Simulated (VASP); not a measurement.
# CuO (Cccm) in VASP: further runs

The runs below take CuO through single point, with PBEsol.

All numbers are computed with VASP 6.6.1; they aren't measurements. Logs are shortened: lines on timing, memory, paths and dates and some standing lists are left out, and cuts for length are marked.

## Step 1: The cell of the first run

Symmetry: Cccm, No. 66, orthorhombic system. The conventional cell has a = 3.982 Å, b = 4.307 Å, c = 5.156 Å, α = 90.00°, β = 90.00°, γ = 90.00°. Cu (site symmetry 2/m) has 4 O at 1.95 Å within 2.6 Å. Within 2.6 Å of O (site symmetry 222) lie 4 Cu at 1.95 Å and 2 O at 2.58 Å.

## Step 2: Single point, PBEsol

INCAR reads:

```
SYSTEM = CuO
  ALGO = Normal
  EDIFF = 1E-7
  ENCUT = 520
  GGA = PS
  ISIF = 2
  ISMEAR = 0
  LASPH = .True.
  LCHARG = .False.
  LREAL = .False.
  LWAVE = .False.
  NBANDS = 25
  NELM = 60
  PREC = Accurate
  SIGMA = 0.2
```

KPOINTS reads:

```
k-points
0
Gamma
  14 14 8
  0 0 0
```

POSCAR reads:

```
CuO
1.0
    1.9909680000     -2.1535500000      0.0000000000
    1.9909680000      2.1535500000      0.0000000000
    0.0000000000      0.0000000000      5.1559280000
Cu O
2 2
Direct
    0.0000000000      0.5000000000      0.0000000000
    0.5000000000      0.0000000000      0.5000000000
    0.5000000000      0.5000000000      0.2500000000
    0.5000000000      0.5000000000      0.7500000000
```

Potentials or basis: VASP PAW PBE potentials, release 64 (Cu, O).

Run with:

```bash
> cat potpaw_PBE.64/Cu/POTCAR potpaw_PBE.64/O/POTCAR > POTCAR
> mpirun -np 1 vasp_std > vasp.out
```

OUTCAR:

```text
SYSTEM = CuO
   EDIFF = 1E-7
   ENCUT = 520
   GGA = PS
   ISIF = 2
   ISMEAR = 0
   LASPH = .True.
   LREAL = .False.
   NELM = 60
   PREC = Accurate

 ion  position               nearest neighbor table
   1  0.000  0.500  0.000-   3 1.95   4 1.95   3 1.95   4 1.95
   2  0.500  0.000  0.500-   3 1.95   4 1.95   3 1.95   4 1.95
   3  0.500  0.500  0.250-   1 1.95   2 1.95   2 1.95   1 1.95
   4  0.500  0.500  0.750-   1 1.95   2 1.95   2 1.95   1 1.95

  LATTYP: Found a base centered orthorhombic cell.
 ALAT       =     3.9819360000
 B/A-ratio  =     1.0816597755
 C/A-ratio  =     1.2948294498

  Lattice vectors:

 A1 = (   1.9909680000,  -2.1535500000,   0.0000000000)
 A2 = (   1.9909680000,   2.1535500000,   0.0000000000)
 A3 = (   0.0000000000,   0.0000000000,   5.1559280000)

Analysis of symmetry for initial positions (statically):
=====================================================================
 Subroutine PRICEL returns:
 Original cell was already a primitive cell.

 Routine SETGRP: Setting up the symmetry group for a
 base centered orthorhombic supercell.

 Subroutine GETGRP returns: Found  8 space group operations
 (whereof  4 operations were pure point group operations)
 out of a pool of  8 trial point group operations.

The static configuration has the point symmetry C_2h.
 The point group associated with its full space group is D_2h.

Analysis of symmetry for dynamics (positions and initial velocities):
=====================================================================
 Subroutine PRICEL returns:
 Original cell was already a primitive cell.

 Routine SETGRP: Setting up the symmetry group for a
 base centered orthorhombic supercell.

 Subroutine GETGRP returns: Found  8 space group operations
 (whereof  4 operations were pure point group operations)
 out of a pool of  8 trial point group operations.

The dynamic configuration has the point symmetry C_2h.
 The point group associated with its full space group is D_2h.

 Subroutine INISYM returns: Found  8 space group operations
 (whereof  4 operations are pure point group operations),
 and found     1 'primitive' translations

----------------------------------------------------------------------------------------

                                     Primitive cell

[... 86 lines left out ...]
   ISTART =      0    job   : 0-new  1-cont  2-samecut
   ICHARG =      2    charge: 1-file 2-atom 10-const
   ISPIN  =      1    spin polarized calculation?
   LNONCOLLINEAR =      F non collinear calculations
   LSORBIT =      F    spin-orbit coupling
   LASPH  =      T    aspherical Exc in radial PAW
   ENCUT  =  520.0 eV  38.22 Ry    6.18 a.u.   5.45  5.45  9.59*2*pi/ulx,y,z
   NELM   =     60;   NELMIN=  2; NELMDL= -5     # of ELM steps
   EDIFF  = 0.1E-06   stopping-criterion for ELM
   LREAL  =      F    real-space projection
   EDIFFG = 0.1E-05   stopping-criterion for IOM
   NSW    =      0    number of steps for IOM
   IBRION =     -1    ionic relax: 0-MD 1-quasi-New 2-CG
   NFREE  =      0    steps in history (QN), initial steepest desc. (CG)
   ISIF   =      2    stress and relaxation
   ISYM   =      2    0-nonsym 1-usesym 2-fastsym
   POTIM  = 0.5000    time-step for ionic-motion
   TEBEG  =    0.0;   TEEND  =   0.0 temperature during run
   PSTRESS=    0.0 pullay stress
   NELECT =      34.0000    total number of electrons
   NUPDOWN=      -1.0000    fix difference up-down
   EMIN   =  10.00;   EMAX   =-10.00  energy-range for DOS
   EFERMI =   0.00;   METHOD = LEGACY
   ISMEAR =     0;   SIGMA  =   0.20  broadening in eV -4-tet -1-fermi 0-gaus
   EFERMI_NEDOS =   21; number of points for ismear=-14 and -15
   IALGO  =     38    algorithm
   IMIX   =      4    mixing-type and parameters
     AMIX     =   0.40;   BMIX     =  1.00
     AMIX_MAG =   1.60;   BMIX_MAG =  1.00
  volume/ion in A,a.u.               =      11.05        74.59
  Fermi-wavevector in a.u.,A,eV,Ry     =   1.499854  2.834314 30.607167  2.249563
  Thomas-Fermi vector in A             =   2.611430
   LORBIT       =      0    0 simple, 1 ext, 2 COOP (PROOUT), +10 PAW based schemes
   GGA     = PS    functional components
   LHFCALC =     F    Hartree Fock is set to
   AEXX    =    0.0000 exact exchange contribution
   IVDW    =     0    specifies the selected vdW correction
   LEPSILON=     F    determine dielectric tensor
   LRPA    =     F    only Hartree local field effects (RPA)
 non-spin polarized calculation
 Gauss-broadening in eV      SIGMA  =   0.20
  energy-cutoff  :      520.00
  volume of cell :       44.21
 maximum number of plane-waves:      1215
 NGX is ok and might be reduce to    24
   NGX = 11   NGY = 11   NGZ = 19

 number of electron      33.9999999 magnetization

 Free energy of the ion-electron system (eV)
  ---------------------------------------------------
  ext. energy  EPLUGINS =         0.00000000
  ---------------------------------------------------
  free energy    TOTEN  =       -21.47249423 eV

  energy without entropy =      -21.42694036  energy(sigma->0) =      -21.44971730

 E-fermi :   4.7440     XC(G=0): -11.6081

 val. band max:        4.7435329976   @ k =   0.0714   0.0714   0.3750
 cond. band min:       4.7445555363   @ k =   0.3571   0.0000   0.1250
 fundamental gap:      0.0010225387
 Fermi energy:         4.7439826470

 k-point     1 :       0.0000    0.0000    0.0000
  band No.  band energies     occupation
      1     -14.9802      2.00000
      2     -13.6501      2.00000
      3      -3.4231      2.00000
      4      -0.7656      2.00000
      5      -0.6029      2.00000
      6       1.0161      2.00000
[... 661 lines left out ...]
     24      17.3069      0.00000
     25      19.1614      0.00000

 [... further k-points ...]
[... 5 lines left out ...]
  --------------------------------------------------------------------------------------
  -------------------------------------------------------------------------------------
  Total       -1.1207787     -1.5188863     -1.8045690     -0.0000000      0.0000000      0.0000000
  in kB      -40.6138685    -55.0401697    -65.3925077     -0.0000000      0.0000000      0.0000000
  external PRESSURE =     -53.6821820 kB  Pullay stress =       0.0000000 kB

 VOLUME and BASIS-vectors are now :
 -----------------------------------------------------------------------------
  energy-cutoff  :      520.00
  volume of cell :       44.21
      direct lattice vectors                 reciprocal lattice vectors
     1.990968000 -2.153550000  0.000000000     0.251134122 -0.232174781  0.000000000
     1.990968000  2.153550000  0.000000000     0.251134122  0.232174781  0.000000000
     0.000000000  0.000000000  5.155928000     0.000000000  0.000000000  0.193951506

 POSITION                                       TOTAL-FORCE (eV/Angst)
 -----------------------------------------------------------------------------------
      0.99548      1.07678      0.00000         0.000000     -0.000000      0.000000
      0.99548     -1.07678      2.57796        -0.000000     -0.000000      0.000000
      1.99097      0.00000      1.28898         0.000000      0.000000      0.000000
      1.99097      0.00000      3.86695         0.000000      0.000000     -0.000000
 -----------------------------------------------------------------------------------
    total drift:                                0.000000     -0.000000     -0.000000

  FREE ENERGIE OF THE ION-ELECTRON SYSTEM (eV)
  ---------------------------------------------------
  free  energy   TOTEN  =       -21.4724942334 eV

  energy  without entropy=      -21.4269403604  energy(sigma->0) =      -21.44971730
```

It took 2.5 min on 1 thread of Intel Xeon Platinum 8488C (Sapphire Rapids), shared host; peak memory 0.36 GiB.

Results:

```
Free energy            : -21.4725 eV
Pressure               : -5.4 GPa
Band gap on the k mesh : zero (bands 17 and 18 overlap by 1.10 eV)
```

Caveat: the cell stands under tension; the PAW data sets were made with another functional, which shifts forces and pressure a little; semilocal functionals often make such compounds metallic where correlation or magnetic order opens a gap, which also shifts bond lengths. With open d or f shells a metallic result of PBEsol can be an artefact of self-interaction; +U or a hybrid may open a gap.

## Step 3: Single point, PBEsol

INCAR reads:

```
SYSTEM = CuO
  PREC = Accurate
  ENCUT = 520
  EDIFF = 1E-6
  ISMEAR = -1
  SIGMA = 0.02
  LREAL = .False.
  LASPH = .True.
  NELM = 80
  ALGO = Normal
  ISIF = 2
  LWAVE = .False.
  LCHARG = .False.
  GGA = PS
  NBANDS = 25
```

KPOINTS reads:

```
regular mesh
0
Gamma
  14 14 8
  0 0 0
```

POSCAR is that of step 2.

Potentials or basis: VASP PAW PBE potentials, release 64 (Cu, O).

Run with:

```bash
> cat potpaw_PBE.64/Cu/POTCAR potpaw_PBE.64/O/POTCAR > POTCAR
> mpirun -np 1 vasp_std > vasp.out
```

Wall time 2.4 min (1 thread of Intel Xeon Platinum 8488C (Sapphire Rapids), shared host); peak memory 0.36 GiB.

The run converged. Its results:

- Free energy: -21.4495 eV
- Pressure: -5.4 GPa
- Band gap on the k mesh: zero (bands 17 and 18 overlap by 1.10 eV)

Stress tensor (GPa, compression positive):
```
-4.08  0.00  0.00
 0.00 -5.55  0.00
 0.00  0.00 -6.66
```

Levels at points of the mesh, in eV from the Fermi level:
```csv
k point,band 14,band 15,band 16,band 17,band 18,band 19,band 20,band 21
"(0.00, 0.00, 0.00)",-2.36,-2.29,-1.89,0.58,0.76,1.36,5.99,7.25
"(0.50, 0.00, 0.00)",-1.87,-1.56,-1.49,0.21,0.46,3.61,5.87,6.31
"(0.50, 0.50, 0.00)",-2.32,-1.63,-1.21,-1.15,1.13,2.10,7.18,9.07
"(0.00, 0.00, 0.50)",-2.27,-1.54,-1.54,0.10,0.10,3.43,3.43,11.53
"(0.50, 0.00, 0.50)",-2.33,-1.99,-1.82,-0.16,0.67,4.27,5.86,8.04
"(0.50, 0.50, 0.50)",-1.89,-1.40,-1.40,-0.52,-0.52,3.97,3.97,10.03
```

Caveat: the cell stands under tension; the PAW data sets were made with another functional, which shifts forces and pressure a little; semilocal functionals often make such compounds metallic where correlation or magnetic order opens a gap, which also shifts bond lengths. With open d or f shells a metallic result of PBEsol can be an artefact of self-interaction; +U or a hybrid may open a gap.

## Step 4: Single point, PBEsol

INCAR reads:

```
PREC = Accurate
ENCUT = 520
EDIFF = 1E-6
ISMEAR = -1
SIGMA = 0.05
LREAL = False
LASPH = True
NELM = 100
ALGO = Normal
ISIF = 2
LWAVE = False
LCHARG = False
GGA = PS
NBANDS = 25
```

KPOINTS reads:

```
regular mesh
0
Gamma
  14 14 8
```

POSCAR is that of step 3.

Potentials or basis: VASP PAW PBE potentials, release 64 (Cu, O).

Run with:

```bash
> cat potpaw_PBE.64/Cu/POTCAR potpaw_PBE.64/O/POTCAR > POTCAR
> mpirun -np 1 vasp_std > vasp.out
```

OUTCAR:

```text
PREC = Accurate
   ENCUT = 520
   EDIFF = 1E-6
   ISMEAR = -1
   LREAL = False
   LASPH = True
   NELM = 100
   ISIF = 2
   GGA = PS

 ion  position               nearest neighbor table
   1  0.000  0.500  0.000-   3 1.95   4 1.95   3 1.95   4 1.95
   2  0.500  0.000  0.500-   3 1.95   4 1.95   3 1.95   4 1.95
   3  0.500  0.500  0.250-   1 1.95   2 1.95   2 1.95   1 1.95
   4  0.500  0.500  0.750-   1 1.95   2 1.95   2 1.95   1 1.95

  LATTYP: Found a base centered orthorhombic cell.
 ALAT       =     3.9819360000
 B/A-ratio  =     1.0816597755
 C/A-ratio  =     1.2948294498

  Lattice vectors:

 A1 = (   1.9909680000,  -2.1535500000,   0.0000000000)
 A2 = (   1.9909680000,   2.1535500000,   0.0000000000)
 A3 = (   0.0000000000,   0.0000000000,   5.1559280000)

Analysis of symmetry for initial positions (statically):
=====================================================================
 Subroutine PRICEL returns:
 Original cell was already a primitive cell.

 Routine SETGRP: Setting up the symmetry group for a
 base centered orthorhombic supercell.

 Subroutine GETGRP returns: Found  8 space group operations
 (whereof  4 operations were pure point group operations)
 out of a pool of  8 trial point group operations.

The static configuration has the point symmetry C_2h.
 The point group associated with its full space group is D_2h.

Analysis of symmetry for dynamics (positions and initial velocities):
=====================================================================
 Subroutine PRICEL returns:
 Original cell was already a primitive cell.

 Routine SETGRP: Setting up the symmetry group for a
 base centered orthorhombic supercell.

 Subroutine GETGRP returns: Found  8 space group operations
 (whereof  4 operations were pure point group operations)
 out of a pool of  8 trial point group operations.

The dynamic configuration has the point symmetry C_2h.
 The point group associated with its full space group is D_2h.

[... 115 lines left out ...]
   EMIN   =  10.00;   EMAX   =-10.00  energy-range for DOS
   EFERMI =   0.00;   METHOD = LEGACY
   ISMEAR =    -1;   SIGMA  =   0.05  broadening in eV -4-tet -1-fermi 0-gaus
   EFERMI_NEDOS =   21; number of points for ismear=-14 and -15
   IALGO  =     38    algorithm
   IMIX   =      4    mixing-type and parameters
     AMIX     =   0.40;   BMIX     =  1.00
     AMIX_MAG =   1.60;   BMIX_MAG =  1.00
  volume/ion in A,a.u.               =      11.05        74.59
  Fermi-wavevector in a.u.,A,eV,Ry     =   1.499854  2.834314 30.607167  2.249563
  Thomas-Fermi vector in A             =   2.611430
   LORBIT       =      0    0 simple, 1 ext, 2 COOP (PROOUT), +10 PAW based schemes
   GGA     = PS    functional components
   LHFCALC =     F    Hartree Fock is set to
   AEXX    =    0.0000 exact exchange contribution
   IVDW    =     0    specifies the selected vdW correction
   LEPSILON=     F    determine dielectric tensor
   LRPA    =     F    only Hartree local field effects (RPA)
 non-spin polarized calculation
  energy-cutoff  :      520.00
  volume of cell :       44.21
 maximum number of plane-waves:      1215
 NGX is ok and might be reduce to    24
   NGX = 11   NGY = 11   NGZ = 19

 number of electron      33.9999999 magnetization

 Free energy of the ion-electron system (eV)
  ---------------------------------------------------
  ext. energy  EPLUGINS =         0.00000000
  ---------------------------------------------------
  free energy    TOTEN  =       -21.45858585 eV

  energy without entropy =      -21.43861308  energy(sigma->0) =      -21.44859946

 E-fermi :   4.7443     XC(G=0): -11.6084

 val. band max:        4.7441548833   @ k =   0.4286   0.3571   0.3750
 cond. band min:       4.7452874048   @ k =   0.3571   0.0000   0.1250
 fundamental gap:      0.0011325215
 Fermi energy:         4.7443447638

 k-point     1 :       0.0000    0.0000    0.0000
  band No.  band energies     occupation
      1     -14.9819      2.00000
      2     -13.6520      2.00000
      3      -3.4232      2.00000
      4      -0.7658      2.00000
      5      -0.6032      2.00000
      6       1.0178      2.00000
[... 661 lines left out ...]
     24      17.3067      0.00000
     25      19.1606      0.00000

 [... further k-points ...]
[... 5 lines left out ...]
  --------------------------------------------------------------------------------------
  -------------------------------------------------------------------------------------
  Total       -1.1271867     -1.5278126     -1.8303357      0.0000000      0.0000000      0.0000000
  in kB      -40.8460795    -55.3636350    -66.3262221      0.0000000      0.0000000      0.0000000
  external PRESSURE =     -54.1786456 kB  Pullay stress =       0.0000000 kB

 VOLUME and BASIS-vectors are now :
 -----------------------------------------------------------------------------
  energy-cutoff  :      520.00
  volume of cell :       44.21
      direct lattice vectors                 reciprocal lattice vectors
     1.990968000 -2.153550000  0.000000000     0.251134122 -0.232174781  0.000000000
     1.990968000  2.153550000  0.000000000     0.251134122  0.232174781  0.000000000
     0.000000000  0.000000000  5.155928000     0.000000000  0.000000000  0.193951506

 POSITION                                       TOTAL-FORCE (eV/Angst)
 -----------------------------------------------------------------------------------
      0.99548      1.07678      0.00000         0.000000     -0.000000      0.000000
      0.99548     -1.07678      2.57796        -0.000000     -0.000000      0.000000
      1.99097      0.00000      1.28898         0.000000      0.000000      0.000000
      1.99097      0.00000      3.86695         0.000000      0.000000     -0.000000
 -----------------------------------------------------------------------------------
    total drift:                                0.000000     -0.000000     -0.000000

  FREE ENERGIE OF THE ION-ELECTRON SYSTEM (eV)
  ---------------------------------------------------
  free  energy   TOTEN  =       -21.4585858502 eV

  energy  without entropy=      -21.4386130786  energy(sigma->0) =      -21.44859946
```

OSZICAR:

```text
N       E                     dE             d eps       ncg     rms          rms(c)
DAV:   1     0.297225683096E+03    0.29723E+03   -0.16343E+04 14978   0.209E+03
DAV:   2     0.109481049243E+02   -0.28628E+03   -0.26369E+03 14507   0.391E+02
DAV:   3    -0.263135161947E+02   -0.37262E+02   -0.35211E+02 17928   0.157E+02
DAV:   4    -0.276168197401E+02   -0.13033E+01   -0.12957E+01 17767   0.311E+01
DAV:   5    -0.276428376872E+02   -0.26018E-01   -0.26004E-01 18424   0.390E+00    0.179E+01
DAV:   6    -0.256380084244E+02    0.20048E+01   -0.40842E+01 20379   0.160E+02    0.143E+01
DAV:   7    -0.214061438906E+02    0.42319E+01   -0.11204E+01 17456   0.118E+02    0.253E+00
DAV:   8    -0.215026384442E+02   -0.96495E-01   -0.15562E+00 15053   0.847E+00    0.164E+00
DAV:   9    -0.214633748284E+02    0.39264E-01   -0.61586E-02 20638   0.562E+00    0.489E-01
DAV:  10    -0.214600452649E+02    0.33296E-02   -0.12961E-02 19437   0.130E+00    0.391E-01
DAV:  11    -0.214585495645E+02    0.14957E-02   -0.70466E-03 21398   0.770E-01    0.638E-02
DAV:  12    -0.214585697841E+02   -0.20220E-04   -0.52656E-04 20112   0.283E-01    0.488E-02
DAV:  13    -0.214585866987E+02   -0.16915E-04   -0.40710E-05 21177   0.749E-02    0.896E-03
DAV:  14    -0.214585858502E+02    0.84859E-06   -0.17254E-06 14227   0.239E-02
   1 F= -.21458586E+02 E0= -.21448599E+02  d E =-.199728E-01
```

stdout:

```text
POSCAR found type information on POSCAR CuO
 POSCAR found :  2 types and       4 ions
 scaLAPACK will be used
 -----------------------------------------------------------------------------
|                                                                             |
|                                                                             |
|     You enforced a specific xc type in the INCAR file but a different       |
|     I HOPE YOU KNOW WHAT YOU ARE DOING!                                     |
|                                                                             |
 -----------------------------------------------------------------------------

 LDA part: xc-table for (Slater+PW92), standard interpolation
 POSCAR, INCAR and KPOINTS ok, starting setup
 FFT: planning ... GRIDC
 FFT: planning ... GRID_SOFT
 FFT: planning ... GRID
 WAVECAR not read
 entering main loop
```

Run time: 3.5 min. Hardware: 1 thread of Intel Xeon Platinum 8488C (Sapphire Rapids), shared host; peak memory 0.36 GiB.

What came out:

```yaml
Free_energy: -21.4586 eV
Pressure: -5.4 GPa
Band_gap_on_the_k_mesh: zero (bands 17 and 18 overlap by 1.10 eV)
```

Stress tensor (GPa, compression positive):
```
-4.08  0.00  0.00
 0.00 -5.54  0.00
 0.00  0.00 -6.63
```

Caveat: the cell stands under tension; the PAW data sets were made with another functional, which shifts forces and pressure a little; semilocal functionals often make such compounds metallic where correlation or magnetic order opens a gap, which also shifts bond lengths.

[end of part 1 of 2]
